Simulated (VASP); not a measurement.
# Si4BW (I4/mmm) in VASP: a series of runs

Runs on Si4BW. Level: PBE. Tasks: single point, relaxation of cell and atoms.

Program: VASP 6.6.1. These are calculated values, not measurements. Logs are shortened: lines on timing, memory, paths and dates and some standing lists are left out, and cuts for length are marked.

### 1 The cell of the first run

It takes space group I4/mmm (No. 139, tetragonal). Conventional cell: a = 6.439 Å, b = 6.439 Å, c = 4.211 Å, α = 90.00°, β = 90.00°, γ = 90.00°. Within 2.7 Å of Si (site symmetry m2m) lie 1 B at 2.02 Å and 1 Si at 2.40 Å. B (site symmetry 4/mmm) has 4 Si at 2.02 Å and 2 W at 2.11 Å within 2.7 Å. Within 2.8 Å of W (site symmetry 4/mmm) lie 2 B at 2.11 Å.

### 2 Single point, PBE

Input file INCAR:

```
ALGO = Normal
EDIFF = 1E-6
ENCUT = 520
GGA = PE
ISIF = 2
ISMEAR = 0
LASPH = T
LCHARG = F
LREAL = F
LWAVE = F
NBANDS = 26
NELM = 100
PREC = Accurate
SIGMA = 0.1
```

Input file KPOINTS:

```
k-points
0
Gamma
  6 6 6
```

Input file POSCAR:

```
Si4BW
1.0
   -3.2195866746      3.2195866746      2.1055283270
    3.2195866746     -3.2195866746      2.1055283270
    3.2195866746      3.2195866746     -2.1055283270
Si B W
4 1 1
Direct
    0.0000000000      0.3136208826      0.3136208826
    0.0000000000      0.6863791174      0.6863791174
    0.3136208826      0.0000000000      0.3136208826
    0.6863791174      0.0000000000      0.6863791174
    0.0000000000      0.0000000000      0.0000000000
    0.5000000000      0.5000000000      0.0000000000
```

Potentials or basis: VASP PAW PBE potentials, release 64 (Si, B, W_sv).

The run is started by

```
> cat potpaw_PBE.64/Si/POTCAR potpaw_PBE.64/B/POTCAR potpaw_PBE.64/W_sv/POTCAR > POTCAR
> mpirun -np 1 vasp_std > vasp.out
```

OUTCAR:

```text
EDIFF = 1E-6
   ENCUT = 520
   GGA = PE
   ISIF = 2
   ISMEAR = 0
   LASPH = T
   LREAL = F
   NELM = 100
   PREC = Accurate

 ion  position               nearest neighbor table
   1  0.000  0.314  0.314-   5 2.02   2 2.40   4 2.70   4 2.70   3 2.70   3 2.70   4 2.86   3 2.86
                             6 2.92   6 2.92
   2  0.000  0.686  0.686-   5 2.02   1 2.40   3 2.70   4 2.70   4 2.70   3 2.70   4 2.86   3 2.86
                             6 2.92   6 2.92
   3  0.314  0.000  0.314-   5 2.02   4 2.40   2 2.70   2 2.70   1 2.70   1 2.70   2 2.86   1 2.86
                             6 2.92   6 2.92
   4  0.686  0.000  0.686-   5 2.02   3 2.40   2 2.70   1 2.70   2 2.70   1 2.70   1 2.86   2 2.86
                             6 2.92   6 2.92
   5  0.000  0.000  0.000-   1 2.02   2 2.02   3 2.02   4 2.02   6 2.11   6 2.11
   6  0.500  0.500  0.000-   5 2.11   5 2.11   3 2.92   2 2.92   4 2.92   1 2.92   1 2.92   4 2.92
                             2 2.92   3 2.92

  LATTYP: Found a body centered tetragonal cell.
 ALAT       =     6.4391733492
 C/A-ratio  =     0.6539747302

  Lattice vectors:

 A1 = (  -3.2195866746,   3.2195866746,   2.1055283270)
 A2 = (   3.2195866746,  -3.2195866746,   2.1055283270)
 A3 = (   3.2195866746,   3.2195866746,  -2.1055283270)

Analysis of symmetry for initial positions (statically):
=====================================================================
 Subroutine PRICEL returns:
 Original cell was already a primitive cell.

 Routine SETGRP: Setting up the symmetry group for a
 body centered tetragonal supercell.

 Subroutine GETGRP returns: Found 16 space group operations
 (whereof 16 operations were pure point group operations)
 out of a pool of 16 trial point group operations.

The static configuration has the point symmetry D_4h.

Analysis of symmetry for dynamics (positions and initial velocities):
=====================================================================
 Subroutine PRICEL returns:
 Original cell was already a primitive cell.

 Routine SETGRP: Setting up the symmetry group for a
 body centered tetragonal supercell.

 Subroutine GETGRP returns: Found 16 space group operations
 (whereof 16 operations were pure point group operations)
 out of a pool of 16 trial point group operations.

The dynamic configuration has the point symmetry D_4h.

 Subroutine INISYM returns: Found 16 space group operations
 (whereof 16 operations are pure point group operations),
 and found     1 'primitive' translations

----------------------------------------------------------------------------------------

                                     Primitive cell

  volume of cell :      87.3014

  direct lattice vectors                    reciprocal lattice vectors
    -3.219586675  3.219586675  2.105528327     0.000000000  0.155299438  0.237470089
     3.219586675 -3.219586675  2.105528327     0.155299438  0.000000000  0.237470089
     3.219586675  3.219586675 -2.105528327     0.155299438  0.155299438  0.000000000

  length of vectors
     5.016445579  5.016445579  5.016445579     0.283742769  0.283742769  0.219626571

  position of ions in fractional coordinates (direct lattice)
     0.000000000  0.313620883  0.313620883
     0.000000000  0.686379117  0.686379117
     0.313620883  0.000000000  0.313620883
     0.686379117  0.000000000  0.686379117
     0.000000000  0.000000000  0.000000000
     0.500000000  0.500000000  0.000000000

  ion indices of the primitive-cell ions
   primitive index   ion index
                 1           1
                 2           2
                 3           3
                 4           4
                 5           5
                 6           6

----------------------------------------------------------------------------------------

 KPOINTS: k-points

Automatic generation of k-mesh.
 Grid dimensions read from file:
 generate k-points for:    6    6    6

 Generating k-lattice:

  Cartesian coordinates                     Fractional coordinates (reciprocal lattice)
     0.000000000  0.025883240  0.039578348     0.166666667  0.000000000  0.000000000
     0.025883240  0.000000000  0.039578348     0.000000000  0.166666667  0.000000000
     0.025883240  0.025883240  0.000000000     0.000000000  0.000000000  0.166666667

  Length of vectors
     0.047290461  0.047290461  0.036604428

  Shift w.r.t. Gamma in fractional coordinates (k-lattice)
     0.000000000  0.000000000  0.000000000

 Subroutine IBZKPT returns following result:
 ===========================================

 Found     30 irreducible k-points:

 Following reciprocal coordinates:
            Coordinates               Weight
  0.000000  0.000000  0.000000      1.000000
  0.166667  0.000000  0.000000      8.000000
  0.333333  0.000000  0.000000      8.000000
  0.500000 -0.000000  0.000000      4.000000
  0.166667  0.166667  0.000000      8.000000
  0.333333  0.166667 -0.000000     16.000000
[... 16 lines left out ...]
[... 31 lines left out ...]
   PSTRESS=    0.0 pullay stress
   NELECT =      33.0000    total number of electrons
   NUPDOWN=      -1.0000    fix difference up-down
   EMIN   =  10.00;   EMAX   =-10.00  energy-range for DOS
   EFERMI =   0.00;   METHOD = LEGACY
   ISMEAR =     0;   SIGMA  =   0.10  broadening in eV -4-tet -1-fermi 0-gaus
   EFERMI_NEDOS =   21; number of points for ismear=-14 and -15
   IALGO  =     38    algorithm
   IMIX   =      4    mixing-type and parameters
     AMIX     =   0.40;   BMIX     =  1.00
     AMIX_MAG =   1.60;   BMIX_MAG =  1.00
  volume/ion in A,a.u.               =      14.55        98.19
  Fermi-wavevector in a.u.,A,eV,Ry     =   1.183693  2.236855 19.063515  1.401129
  Thomas-Fermi vector in A             =   2.319922
   LORBIT       =      0    0 simple, 1 ext, 2 COOP (PROOUT), +10 PAW based schemes
   GGA     = PE    functional components
   LHFCALC =     F    Hartree Fock is set to
   AEXX    =    0.0000 exact exchange contribution
   IVDW    =     0    specifies the selected vdW correction
   LEPSILON=     F    determine dielectric tensor
   LRPA    =     F    only Hartree local field effects (RPA)
 non-spin polarized calculation
 Gauss-broadening in eV      SIGMA  =   0.10
  energy-cutoff  :      520.00
  volume of cell :       87.30
 maximum number of plane-waves:      2370
 NGX is ok and might be reduce to    40
   NGX = 19   NGY = 19   NGZ = 19

 number of electron      32.9999997 magnetization

 Free energy of the ion-electron system (eV)
  ---------------------------------------------------
  ext. energy  EPLUGINS =         0.00000000
  ---------------------------------------------------
  free energy    TOTEN  =       -36.05793285 eV

  energy without entropy =      -36.03879801  energy(sigma->0) =      -36.04836543

 E-fermi :   9.0610     XC(G=0): -11.2960

 val. band max:        9.0298968733   @ k =   0.5000   0.3333   0.0000
 cond. band min:       9.0907545432   @ k =  -0.3333   0.5000   0.1667
 fundamental gap:      0.0608576699
 Fermi energy:         9.0610137802

 k-point     1 :       0.0000    0.0000    0.0000
  band No.  band energies     occupation
      1     -65.2138      2.00000
      2     -29.4908      2.00000
      3     -29.4154      2.00000
      4     -29.4154      2.00000
      5      -4.8427      2.00000
      6      -0.3348      2.00000
[... 18 lines left out ...]
     25      13.1833      0.00000
     26      14.4745      0.00000

 k-point     2 :       0.1667    0.0000    0.0000
  band No.  band energies     occupation
      1     -65.2139      2.00000
      2     -29.4914      2.00000
      3     -29.4152      2.00000
      4     -29.4152      2.00000
      5      -4.5161      2.00000
      6      -0.5027      2.00000
[... 18 lines left out ...]
     25      14.1662      0.00000
     26      15.7429      0.00000

 k-point     3 :       0.3333    0.0000    0.0000
  band No.  band energies     occupation
      1     -65.2139      2.00000
      2     -29.4927      2.00000
      3     -29.4147      2.00000
      4     -29.4147      2.00000
      5      -3.5973      2.00000
      6      -0.8629      2.00000
[... 572 lines left out ...]
 k-point    23 :      -0.3333   -0.3333    0.1667
  band No.  band energies     occupation
      1     -65.2139      2.00000
      2     -29.4928      2.00000
      3     -29.4151      2.00000
      4     -29.4149      2.00000
      5      -2.4257      2.00000
      6      -1.8952      2.00000
[... 18 lines left out ...]
     25      14.2859      0.00000
     26      14.6151      0.00000

 k-point    24 :      -0.1667   -0.3333    0.1667
  band No.  band energies     occupation
      1     -65.2140      2.00000
      2     -29.4933      2.00000
      3     -29.4144      2.00000
      4     -29.4144      2.00000
      5      -2.9138      2.00000
      6      -0.8209      2.00000
[... 18 lines left out ...]
     25      14.2894      0.00000
     26      14.3122      0.00000

 [... further k-points ...]
[... 5 lines left out ...]
  --------------------------------------------------------------------------------------
  -------------------------------------------------------------------------------------
  Total       -0.0594996     -0.0594996      0.0214655      0.0000000      0.0000000     -0.0000000
  in kB       -1.0919513     -1.0919513      0.3939405      0.0000000      0.0000000     -0.0000000
  external PRESSURE =      -0.5966541 kB  Pullay stress =       0.0000000 kB

 VOLUME and BASIS-vectors are now :
 -----------------------------------------------------------------------------
  energy-cutoff  :      520.00
  volume of cell :       87.30
      direct lattice vectors                 reciprocal lattice vectors
    -3.219586675  3.219586675  2.105528327     0.000000000  0.155299438  0.237470089
     3.219586675 -3.219586675  2.105528327     0.155299438  0.000000000  0.237470089
     3.219586675  3.219586675 -2.105528327     0.155299438  0.155299438  0.000000000

 POSITION                                       TOTAL-FORCE (eV/Angst)
 -----------------------------------------------------------------------------------
      2.01946      0.00000      0.00000         0.008661     -0.000000     -0.000000
      4.41971      0.00000      0.00000        -0.008661     -0.000000      0.000000
      0.00000      2.01946      0.00000        -0.000000      0.008661     -0.000000
      0.00000      4.41971      0.00000         0.000000     -0.008661      0.000000
      0.00000      0.00000      0.00000        -0.000000     -0.000000      0.000000
      0.00000      0.00000      2.10553         0.000000     -0.000000     -0.000000
 -----------------------------------------------------------------------------------
    total drift:                               -0.000000     -0.000000      0.000000

  FREE ENERGIE OF THE ION-ELECTRON SYSTEM (eV)
  ---------------------------------------------------
  free  energy   TOTEN  =       -36.0579328499 eV

  energy  without entropy=      -36.0387980060  energy(sigma->0) =      -36.04836543
```

Wall time 85 s (1 thread of Intel Xeon Platinum 8488C (Sapphire Rapids), shared host); peak memory 0.27 GiB.

Results:

```
Free energy   : -36.0579 eV
Pressure      : -0.1 GPa
Largest force : 0.009 eV/Å
```

Forces in eV/Å, atoms in the order of the input:
```
Si   0.009  0.000  0.000
Si  -0.009  0.000  0.000
Si   0.000  0.009  0.000
Si   0.000 -0.009  0.000
B    0.000  0.000  0.000
W    0.000  0.000  0.000
```

Stress tensor (GPa, compression positive):
```
-0.11  0.00  0.00
 0.00 -0.11  0.00
 0.00  0.00  0.04
```

Levels at points of the mesh, in eV from the Fermi level:
| k point | band 15 | band 16 | band 17 | band 18 | band 19 | band 20 |
| --- | --- | --- | --- | --- | --- | --- |
| (0.00, 0.00, 0.00) | -2.58 | -2.04 | -1.99 | -1.77 | 2.04 | 2.49 |
| (0.50, 0.00, 0.00) | -0.72 | 0.23 | 0.32 | 1.27 | 2.00 | 2.19 |
| (0.50, 0.50, 0.00) | -0.93 | -0.27 | -0.13 | 0.14 | 0.90 | 1.79 |
| (0.50, 0.50, 0.50) | -1.27 | -0.77 | -0.24 | -0.07 | 1.25 | 2.77 |

Caveat: spin-orbit coupling is left out, which moves the levels of the heavy elements.

### 3 Relaxation of cell and atoms, PBE

This run uses another cell than the first one, of 13.69 Å³/atom, 0.941 times its volume.

Input file INCAR:

```
ALGO = Normal
EDIFF = 1E-7
EDIFFG = -0.04
ENCUT = 600
GGA = PE
IBRION = 2
ISIF = 3
ISMEAR = 0
LASPH = T
LCHARG = F
LREAL = F
LWAVE = F
NELM = 80
NSW = 90
PREC = Accurate
SIGMA = 0.1
```

Input file KPOINTS:

```
k-points
0
Gamma
  4 4 4
```

Input file POSCAR:

```
Si4BW
1.0
   -2.7674593400      2.7674593400      2.6810913900
    2.7674593400     -2.7674593400      2.6810913900
    2.7674593400      2.7674593400     -2.6810913900
Si B W
4 1 1
Direct
    0.0000000000      0.2956176300      0.2956176300
    0.0000000000      0.7043823700      0.7043823700
    0.2956176300      0.0000000000      0.2956176300
    0.7043823700      0.0000000000      0.7043823700
    0.0000000000      0.0000000000      0.0000000000
    0.5000000000      0.5000000000      0.0000000000
```

Potentials or basis: VASP PAW PBE potentials, release 64 (Si, B, W_sv).

The run is started by

```
> cat potpaw_PBE.64/Si/POTCAR potpaw_PBE.64/B/POTCAR potpaw_PBE.64/W_sv/POTCAR > POTCAR
> mpirun -np 1 vasp_std > vasp.out
```

Wall time 10 min (1 thread of Intel Xeon Platinum 8488C (Sapphire Rapids), shared host); peak memory 0.27 GiB.

Results (log left out):

* Free energy: -36.0445 eV
* Relaxed volume: 14.99 Å³/atom
* Relaxed cell: a = 5.095 Å, b = 5.095 Å, c = 5.095 Å, α = 99.58°, β = 99.58°, γ = 131.84°
* Space group after relaxing (to 0.05 Å): I4/mmm (No. 139)
* Energy gained by relaxing: 986.5 meV/atom
* Ionic steps: 20
* Pressure after relaxing: 0.0 GPa
* Largest force after relaxing: 0.016 eV/Å

Forces on the atoms (eV/Å):
```
Si  -0.016  0.000  0.000
Si   0.016  0.000  0.000
Si   0.000 -0.016  0.000
Si   0.000  0.016  0.000
B    0.000  0.000  0.000
W    0.000  0.000  0.000
```

Stress tensor (GPa, compression positive):
```
 0.08  0.00  0.00
 0.00  0.08  0.00
 0.00  0.00 -0.12
```

The path:
| step | energy change (eV) | largest force (eV/Å) | pressure (GPa) | volume (Å³) |
| --- | --- | --- | --- | --- |
| 1 | 0.0000 | 9.1409 | 28.74 | 82.14 |
| 2 | 7.5365 | 22.7940 | 16.99 | 112.08 |
| 3 | -3.5336 | 4.3811 | -0.62 | 92.02 |
| 4 | -3.7089 | 3.3133 | 0.67 | 90.61 |
| 5 | -3.7737 | 2.2145 | 2.44 | 89.20 |
| 6 | -5.1512 | 0.1653 | -8.73 | 93.58 |
| 7 | -5.4207 | 0.3828 | -9.93 | 95.47 |
| 8 | -5.8479 | 0.0346 | 4.77 | 84.74 |
| 9 | -5.8805 | 0.0185 | 0.98 | 86.70 |
| 10 | -5.8804 | 0.0233 | 0.67 | 86.87 |
| 11 | -5.8879 | 0.0786 | 0.56 | 87.28 |
| 12 | -5.8990 | 0.3080 | 0.36 | 88.47 |
| 13 | -5.9035 | 0.2871 | 0.32 | 88.78 |
| 14 | -5.9125 | 0.2115 | 0.25 | 89.71 |
| 15 | -5.9126 | 0.1713 | 0.22 | 90.12 |
| 16 | -5.9130 | 0.1904 | 0.23 | 89.93 |
| 17 | -5.9162 | 0.1403 | 0.06 | 90.00 |
| 18 | -5.9188 | 0.0415 | -0.32 | 90.16 |
| 19 | -5.9188 | 0.0482 | -0.29 | 90.15 |
| 20 | -5.9193 | 0.0164 | 0.01 | 89.97 |

Final structure:
```cif
data_structure
_symmetry_space_group_name_H-M 'P 1'
_symmetry_Int_Tables_number 1
_cell_length_a 5.0953
_cell_length_b 5.0953
_cell_length_c 5.0953
_cell_angle_alpha 99.581
_cell_angle_beta 99.581
_cell_angle_gamma 131.845
_cell_volume 89.97
loop_
_atom_site_label
_atom_site_type_symbol
_atom_site_fract_x
_atom_site_fract_y
_atom_site_fract_z
_atom_site_occupancy
Si1 Si 0.00000 0.30625 0.30625 1
Si2 Si 0.00000 0.69375 0.69375 1
Si3 Si 0.30625 0.00000 0.30625 1
Si4 Si 0.69375 0.00000 0.69375 1
B1 B 0.00000 0.00000 0.00000 1
W1 W 0.50000 0.50000 0.00000 1
```

Levels at points of the mesh, in eV from the Fermi level:
| k point | band 14 | band 15 | band 16 | band 17 | band 18 | band 19 | band 20 |
| --- | --- | --- | --- | --- | --- | --- | --- |
| (0.00, 0.00, 0.00) | -2.51 | -2.51 | -2.02 | -1.87 | -1.61 | 2.00 | 2.58 |
| (0.50, 0.00, 0.00) | -1.72 | -0.71 | 0.02 | 0.26 | 1.33 | 2.02 | 2.07 |
| (0.50, 0.50, 0.00) | -1.71 | -0.91 | -0.26 | -0.01 | 0.22 | 0.92 | 1.90 |
| (0.50, 0.50, 0.50) | -1.52 | -1.49 | -0.75 | -0.25 | 0.28 | 1.32 | 2.50 |

Caveat: the k points lie up to 0.45 Å⁻¹ apart in the final cell; spin-orbit coupling is left out, which moves the levels of the heavy elements.

### 4 Single point, PBE

This run uses another cell than the first one, of 14.61 Å³/atom, 1.004 times its volume.

Input file INCAR:

```
ALGO = Normal ; EDIFF = 1E-6
ENCUT = 520 ; GGA = PE
ISIF = 2 ; ISMEAR = 0
LASPH = T ; LCHARG = F
LREAL = F ; LWAVE = F
NBANDS = 26 ; NELM = 100
PREC = Accurate ; SIGMA = 0.1
```

Input file KPOINTS:

```
k-points
0
Gamma
  10 10 10
```

Input file POSCAR:

```
Si4BW
1.0
   -3.2347302490      3.2347302490      2.0948280816
    3.2347302490     -3.2347302490      2.0948280816
    3.2347302490      3.2347302490     -2.0948280816
Si B W
4 1 1
Direct
    0.0000000000      0.3129113143      0.3129113143
    0.0000000000      0.6870886857      0.6870886857
    0.3129113143      0.0000000000      0.3129113143
    0.6870886857      0.0000000000      0.6870886857
    0.0000000000      0.0000000000      0.0000000000
    0.5000000000      0.5000000000      0.0000000000
```

The run is started by

```
> cat potpaw_PBE.64/Si/POTCAR potpaw_PBE.64/B/POTCAR potpaw_PBE.64/W_sv/POTCAR > POTCAR
> mpirun -np 1 vasp_std > vasp.out
```

Run time: 4.9 min. Hardware: 1 thread of Intel Xeon Platinum 8488C (Sapphire Rapids), shared host; peak memory 0.39 GiB.

The run converged. Its results:

```
Free energy   : -36.1008 eV
Pressure      : 0.0 GPa
Largest force : 0.004 eV/Å
```

Forces on the atoms (eV/Å):
```
Si   0.004  0.000  0.000
Si  -0.004  0.000  0.000
Si   0.000  0.004  0.000
Si   0.000 -0.004  0.000
B    0.000  0.000  0.000
W    0.000  0.000  0.000
```

Stress tensor (GPa, compression positive):
```
-0.01  0.00  0.00
 0.00 -0.01  0.00
 0.00  0.00  0.12
```

Levels at points of the mesh, in eV from the Fermi level:
```csv
k point,band 15,band 16,band 17,band 18,band 19,band 20
"(0.00, 0.00, 0.00)",-2.57,-2.09,-2.00,-1.69,2.02,2.53
"(0.50, 0.00, 0.00)",-0.74,0.18,0.31,1.28,2.05,2.20
"(0.50, 0.50, 0.00)",-0.93,-0.25,-0.16,0.18,0.90,1.82
"(0.50, 0.50, 0.50)",-1.33,-0.81,-0.25,0.01,1.31,2.68
```

Caveat: spin-orbit coupling is left out, which moves the levels of the heavy elements.

### 5 The runs side by side

```tsv
task	cell	k mesh	cutoff (eV)	gap on the mesh (eV)	pressure (GPa)	largest force (eV/Å)
single point	a = 5.016 Å, angles 100.1, 100.1, 130.4°, 6 atoms	6 × 6 × 6	520	none	-0.1	0.01
relaxation of cell and atoms	relaxed from a = 4.744 Å, angles 108.6, 108.6, 111.2°, 6 atoms	4 × 4 × 4	600	none	0.0	0.02
single point	a = 5.031 Å, angles 100.0, 100.0, 130.8°, 6 atoms	10 × 10 × 10	520	none	0.0	-
```

Alike in all rows: level PBE; potentials or basis VASP PAW PBE potentials, release 64 (Si, B, W_sv); no spin polarisation; smearing gaussian 0.1 eV.

Caveats: some runs use coarse meshes; spin-orbit coupling is left out, which moves the levels of the heavy elements.

Absolute energies hang on the potentials; compare differences alone.
